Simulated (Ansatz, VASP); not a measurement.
## One calculation of CdPtC4N4, two programs

```
CELL_PARAMETERS angstrom
7.59807 0.00000 0.00000
0.00000 7.59807 0.00000
0.00000 0.00000 4.11467
ATOMIC_POSITIONS crystal
Cd 0.50000 0.50000 0.00000
Pt 0.00000 0.00000 0.00000
C 0.18439 0.81561 0.00000
C 0.81561 0.18439 0.00000
C 0.18439 0.18439 0.00000
C 0.81561 0.81561 0.00000
N 0.29290 0.70710 0.00000
N 0.70710 0.29290 0.00000
N 0.29290 0.29290 0.00000
N 0.70710 0.70710 0.00000
```

Alike in both runs: functional PBE; k mesh 4 × 4 × 6; occupations gaussian, width 0.1 eV; no spin polarisation.

Ansatz relaxed the structure, and its values are those at the end. VASP's run is a single point on that final structure, the one shown.

```csv
,VASP,Ansatz
version,VASP 6.6.1,Ansatz 0.2.0
potentials or method,"VASP PAW PBE potentials, release 64 (Cd, Pt, C, N), cutoff 520 eV","scalar-relativistic, plane waves, PAW"
valence electrons in the cell,58,74
```

```csv
,VASP,Ansatz,Ansatz less VASP
gap on the k mesh at the Fermi level (eV),2.23,2.27,+0.031
least direct gap on the mesh (eV),2.28,2.31,+0.032
pressure (GPa),0.4,0.0,-0.41
rms of the force components (eV/Å),0.203,0.009,-0.1941
```

One of these differences is far larger than is usual between the two programs; its cause wasn't traced. VASP's potentials hold 58 valence electrons a cell and Ansatz's 74, so a difference there can come from the potentials and not from the codes.

Spin-orbit coupling is off throughout. Noted on VASP's run: the standard files for N, O and F lose accuracy on very short bonds.
